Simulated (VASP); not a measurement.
Here is a VASP 6.6.1 calculation.

File INCAR:

```
SYSTEM = HfMoC2
PREC     = Accurate       ! precision mode
ENCUT    = 520            ! plane-wave cutoff, eV
EDIFF    = 1E-6           ! SCF threshold, eV
ISMEAR   = -1             ! smearing method
SIGMA    = 0.05           ! smearing width, eV
LREAL    = .False.        ! projectors in reciprocal space
LASPH    = .True.         ! aspherical terms in the spheres
NELM     = 60             ! most SCF steps
ALGO     = Normal         ! electronic algorithm
ISIF     = 2              ! what is computed and relaxed
LWAVE    = .False.        ! write WAVECAR
LCHARG   = .False.        ! write CHGCAR
NBANDS   = 24             ! bands
```

File KPOINTS:

```
regular mesh
0
Gamma
  8 8 6
  0 0 0
```

Contents of POSCAR:

```
HfMoC2
1.0
    3.2540158126      0.0000000000      0.0000000000
    0.0000000000      3.2540158126      0.0000000000
    0.0000000000      0.0000000000      4.5731307251
Hf Mo C
1 1 2
Direct
    0.0000000000      0.0000000000      0.0000000000
    0.5000000000      0.5000000000      0.5000000000
    0.5000000000      0.5000000000      0.0000000000
    0.0000000000      0.0000000000      0.5000000000
```

Potentials or basis: VASP PAW LDA potentials, release 64 (Hf_pv, Mo_sv, C).

Run with:

```bash
$ cat potpaw_LDA.64/Hf_pv/POTCAR potpaw_LDA.64/Mo_sv/POTCAR potpaw_LDA.64/C/POTCAR > POTCAR
$ mpirun -np 1 vasp_std > vasp.out
```

Estimate the band gap on the k mesh.

zero (band 16 reaches 9.60 eV, above the bottom of band 17 at 7.34 eV).

Estimate the pressure.

-26.6 GPa.

Stress tensor (GPa, compression positive):
```
-25.27   0.00   0.00
  0.00 -25.27   0.00
  0.00   0.00 -29.32
```

Caveat: spin-orbit coupling is left out, which moves the levels of the heavy elements.
